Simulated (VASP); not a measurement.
# Si4Sn (Cmmm) in VASP: further runs

Si4Sn is run at these levels: PBE; tasks: single point, relaxation of cell and atoms.

Everything below comes from runs of VASP 6.6.1. Logs are shortened: lines on timing, memory, paths and dates and some standing lists are left out, and cuts for length are marked.

### 1 The cell of the first run

The structure is orthorhombic, space group Cmmm (No. 65). Conventional cell: a = 6.826 Å, b = 8.186 Å, c = 3.110 Å, α = 90.00°, β = 90.00°, γ = 90.00°. Within 2.5 Å of Si (site symmetry m2m) lie 1 Sn at 1.91 Å. Si (site symmetry 2mm) has 2 Sn at 2.14 Å within 2.8 Å. Sn (site symmetry mmm) has 6 Si at 1.91 to 2.14 Å within 2.5 Å.

### 2 Single point, PBE

Input file INCAR:

```
SYSTEM = Si4Sn
PREC     = Accurate       ! precision mode
ENCUT    = 520            ! plane-wave cutoff, eV
EDIFF    = 1E-7           ! SCF threshold, eV
ISMEAR   = 0              ! smearing method
SIGMA    = 0.1            ! smearing width, eV
LREAL    = .FALSE.        ! projectors in reciprocal space
LASPH    = .TRUE.         ! aspherical terms in the spheres
NELM     = 100            ! most SCF steps
ALGO     = Normal         ! electronic algorithm
ISIF     = 2              ! what is computed and relaxed
LWAVE    = .FALSE.        ! write WAVECAR
LCHARG   = .FALSE.        ! write CHGCAR
GGA      = PE             ! functional
NBANDS   = 23             ! bands
```

Input file KPOINTS:

```
Automatic mesh
0
G
  4 4 6
  0 0 0
```

Input file POSCAR:

```
Si4Sn
1.0
    3.4130297300     -4.0930553700      0.0000000000
    3.4130297300      4.0930553700      0.0000000000
    0.0000000000      0.0000000000      3.1100620900
Si Sn
4 1
Direct
    0.7327440800      0.2672559200      0.5000000000
    0.2835574700      0.2835574700      0.0000000000
    0.7164425300      0.7164425300      0.0000000000
    0.2672559200      0.7327440800      0.5000000000
    0.5000000000      0.5000000000      0.5000000000
```

Potentials or basis: VASP PAW PBE potentials, release 64 (Si, Sn_d).

Launch:

```console
$ cat potpaw_PBE.64/Si/POTCAR potpaw_PBE.64/Sn_d/POTCAR > POTCAR
$ mpirun -np 1 vasp_std > vasp.out
```

OUTCAR:

```text
SYSTEM = Si4Sn
   PREC = Accurate
   ENCUT = 520
   EDIFF = 1E-7
   ISMEAR = 0
   LREAL = .FALSE.
   LASPH = .TRUE.
   NELM = 100
   ISIF = 2
   GGA = PE

 ion  position               nearest neighbor table
   1  0.733  0.267  0.500-   5 1.91   3 2.87   2 2.87   2 2.87   3 2.87
   2  0.284  0.284  0.000-   5 2.14   5 2.14   1 2.87   1 2.87   4 2.87   4 2.87   3 2.95
   3  0.716  0.716  0.000-   5 2.14   5 2.14   1 2.87   1 2.87   4 2.87   4 2.87   2 2.95
   4  0.267  0.733  0.500-   5 1.91   3 2.87   2 2.87   2 2.87   3 2.87
   5  0.500  0.500  0.500-   1 1.91   4 1.91   3 2.14   2 2.14   2 2.14   3 2.14

  LATTYP: Found a base centered orthorhombic cell.
 ALAT       =     6.8260594600
 B/A-ratio  =     1.1992439837
 C/A-ratio  =     0.4556160268

  Lattice vectors:

 A1 = (   3.4130297300,  -4.0930553700,   0.0000000000)
 A2 = (   3.4130297300,   4.0930553700,   0.0000000000)
 A3 = (   0.0000000000,   0.0000000000,   3.1100620900)

Analysis of symmetry for initial positions (statically):
=====================================================================
 Subroutine PRICEL returns:
 Original cell was already a primitive cell.

 Routine SETGRP: Setting up the symmetry group for a
 base centered orthorhombic supercell.

 Subroutine GETGRP returns: Found  8 space group operations
 (whereof  8 operations were pure point group operations)
 out of a pool of  8 trial point group operations.

The static configuration has the point symmetry D_2h.

Analysis of symmetry for dynamics (positions and initial velocities):
=====================================================================
 Subroutine PRICEL returns:
 Original cell was already a primitive cell.

 Routine SETGRP: Setting up the symmetry group for a
 base centered orthorhombic supercell.

 Subroutine GETGRP returns: Found  8 space group operations
 (whereof  8 operations were pure point group operations)
 out of a pool of  8 trial point group operations.

The dynamic configuration has the point symmetry D_2h.

 Subroutine INISYM returns: Found  8 space group operations
 (whereof  8 operations are pure point group operations),
 and found     1 'primitive' translations

----------------------------------------------------------------------------------------

                                     Primitive cell

  volume of cell :      86.8934

  direct lattice vectors                    reciprocal lattice vectors
     3.413029730 -4.093055370  0.000000000     0.146497405 -0.122158132  0.000000000
     3.413029730  4.093055370  0.000000000     0.146497405  0.122158132  0.000000000
     0.000000000  0.000000000  3.110062090     0.000000000  0.000000000  0.321536989

  length of vectors
     5.329340879  5.329340879  3.110062090     0.190746164  0.190746164  0.321536989

  position of ions in fractional coordinates (direct lattice)
     0.732744080  0.267255920  0.500000000
     0.283557470  0.283557470  0.000000000
     0.716442530  0.716442530  0.000000000
     0.267255920  0.732744080  0.500000000
     0.500000000  0.500000000  0.500000000

  ion indices of the primitive-cell ions
   primitive index   ion index
                 1           1
                 2           2
                 3           3
                 4           4
                 5           5

----------------------------------------------------------------------------------------

 KPOINTS: Automatic mesh

Automatic generation of k-mesh.
 Grid dimensions read from file:
 generate k-points for:    4    4    6

 Generating k-lattice:

  Cartesian coordinates                     Fractional coordinates (reciprocal lattice)
     0.036624351 -0.030539533  0.000000000     0.250000000  0.000000000  0.000000000
     0.036624351  0.030539533  0.000000000     0.000000000  0.250000000  0.000000000
     0.000000000  0.000000000  0.053589498     0.000000000  0.000000000  0.166666667

  Length of vectors
     0.047686541  0.047686541  0.053589498

  Shift w.r.t. Gamma in fractional coordinates (k-lattice)
     0.000000000  0.000000000  0.000000000

[... 55 lines left out ...]
      4     -15.2300      2.00000
      5     -15.1412      2.00000
      6      -7.4516      2.00000
[... 15 lines left out ...]
     22      14.4480      0.00000
     23      14.7633      0.00000

 k-point     5 :       0.5000    0.2500    0.0000
  band No.  band energies     occupation
      1     -16.2900      2.00000
      2     -15.3158      2.00000
      3     -15.2748      2.00000
      4     -15.2300      2.00000
      5     -15.1413      2.00000
      6      -7.3897      2.00000
[... 15 lines left out ...]
     22      14.0234      0.00000
     23      14.2537      0.00000

 k-point     6 :      -0.2500    0.2500    0.0000
  band No.  band energies     occupation
      1     -16.2900      2.00000
      2     -15.3158      2.00000
      3     -15.2757      2.00000
      4     -15.2300      2.00000
      5     -15.1412      2.00000
      6      -7.4638      2.00000
[... 15 lines left out ...]
     22      13.4797      0.00000
     23      14.1746      0.00000

 k-point     7 :       0.5000    0.5000    0.0000
  band No.  band energies     occupation
      1     -16.2899      2.00000
      2     -15.3159      2.00000
      3     -15.2740      2.00000
      4     -15.2301      2.00000
      5     -15.1414      2.00000
      6      -7.3274      2.00000
[... 353 lines left out ...]
     22      14.1030      0.00000
     23      14.7984      0.00000

 k-point    21 :       0.5000    0.5000    0.3333
  band No.  band energies     occupation
      1     -16.1933      2.00000
      2     -15.4815      2.00000
      3     -15.3564      2.00000
      4     -15.2566      2.00000
      5     -14.8907      2.00000
      6      -5.6127      2.00000
[... 15 lines left out ...]
     22      14.0430      0.00000
     23      14.4109      0.00000

 k-point    22 :       0.0000    0.0000    0.5000
  band No.  band energies     occupation
      1     -16.1673      2.00000
      2     -15.5339      2.00000
      3     -15.3963      2.00000
      4     -15.2533      2.00000
      5     -14.8018      2.00000
      6      -4.1019      2.00000
[... 15 lines left out ...]
     22      14.8237      0.00000
     23      15.2966      0.00000

 k-point    23 :       0.2500   -0.0000    0.5000
  band No.  band energies     occupation
      1     -16.1672      2.00000
      2     -15.5342      2.00000
      3     -15.3966      2.00000
      4     -15.2527      2.00000
      5     -14.8016      2.00000
      6      -4.0287      2.00000
[... 15 lines left out ...]
     22      15.0909      0.00000
     23      16.0961      0.00000

 k-point    24 :       0.5000   -0.0000    0.5000
  band No.  band energies     occupation
      1     -16.1671      2.00000
      2     -15.5344      2.00000
      3     -15.3968      2.00000
      4     -15.2521      2.00000
      5     -14.8014      2.00000
      6      -3.9490      2.00000
[... 15 lines left out ...]
     22      14.5958      0.00000
     23      14.6185      0.00000

 [... further k-points ...]
[... 5 lines left out ...]
  --------------------------------------------------------------------------------------
  -------------------------------------------------------------------------------------
  Total       31.2344977     70.2204504     38.6350630     -0.0000000      0.0000000      0.0000000
  in kB      575.9149634   1294.7545526    712.3697371     -0.0000000      0.0000000      0.0000000
  external PRESSURE =     861.0130844 kB  Pullay stress =       0.0000000 kB

 VOLUME and BASIS-vectors are now :
 -----------------------------------------------------------------------------
  energy-cutoff  :      520.00
  volume of cell :       86.89
      direct lattice vectors                 reciprocal lattice vectors
     3.413029730 -4.093055370  0.000000000     0.146497405 -0.122158132  0.000000000
     3.413029730  4.093055370  0.000000000     0.146497405  0.122158132  0.000000000
     0.000000000  0.000000000  3.110062090     0.000000000  0.000000000  0.321536989

 POSITION                                       TOTAL-FORCE (eV/Angst)
 -----------------------------------------------------------------------------------
      3.41303     -1.90527      1.55503        -0.000000    -19.491840      0.000000
      1.93558      0.00000      0.00000       -11.801680      0.000000     -0.000000
      4.89048      0.00000      0.00000        11.801680      0.000000      0.000000
      3.41303      1.90527      1.55503        -0.000000     19.491840     -0.000000
      3.41303      0.00000      1.55503        -0.000000      0.000000      0.000000
 -----------------------------------------------------------------------------------
    total drift:                               -0.000000      0.000000     -0.000000

  FREE ENERGIE OF THE ION-ELECTRON SYSTEM (eV)
  ---------------------------------------------------
  free  energy   TOTEN  =        -3.9887717687 eV

  energy  without entropy=       -3.9783266287  energy(sigma->0) =       -3.98354920
```

It took 20 s on 1 thread of Intel Xeon 6975P-C (Granite Rapids), shared host; peak memory 0.21 GiB.

What came out:

| Quantity | Value |
| --- | --- |
| Free energy | -3.9888 eV |
| Pressure | 86.1 GPa |
| Largest force | 19.492 eV/Å |
| Band gap on the k mesh | zero (band 15 reaches 11.10 eV, above the bottom of band 16 at 7.79 eV) |

Forces in eV/Å, atoms in the order of the input:
```
Si    0.000 -19.492   0.000
Si  -11.802   0.000   0.000
Si   11.802   0.000   0.000
Si    0.000  19.492   0.000
Sn    0.000   0.000   0.000
```

Stress tensor (GPa, compression positive):
```
 57.59   0.00   0.00
  0.00 129.48   0.00
  0.00   0.00  71.24
```

Levels at points of the mesh, in eV from the Fermi level:
| k point | band 11 | band 12 | band 13 | band 14 | band 15 | band 16 | band 17 | band 18 | band 19 | band 20 |
| --- | --- | --- | --- | --- | --- | --- | --- | --- | --- | --- |
| (0.00, 0.00, 0.00) | -3.82 | -3.57 | -2.60 | -1.09 | 2.15 | 2.83 | 3.74 | 3.80 | 4.09 | 4.20 |
| (0.50, 0.00, 0.00) | -4.23 | -2.48 | -1.64 | -1.09 | 0.98 | 1.78 | 2.89 | 3.42 | 3.64 | 4.19 |
| (0.50, 0.50, 0.00) | -2.38 | -1.75 | -1.41 | -1.20 | 0.43 | 2.03 | 2.12 | 2.60 | 3.12 | 3.37 |
| (0.00, 0.00, 0.50) | -3.77 | -3.71 | -3.60 | -2.11 | -1.59 | -0.83 | -0.59 | 0.14 | 0.89 | 2.44 |
| (0.50, 0.00, 0.50) | -4.10 | -3.42 | -2.39 | -1.84 | -1.23 | -0.77 | 0.43 | 0.88 | 1.43 | 2.29 |
| (0.50, 0.50, 0.50) | -5.33 | -3.99 | -3.74 | -0.65 | 0.50 | 0.88 | 1.34 | 2.12 | 3.23 | 3.31 |

Caveat: spin-orbit coupling is left out, which moves the levels of the heavy elements; forces of over 1 eV/Å act on the atoms, so gaps and moduli don't describe the material at rest.

[end of part 1 of 2]
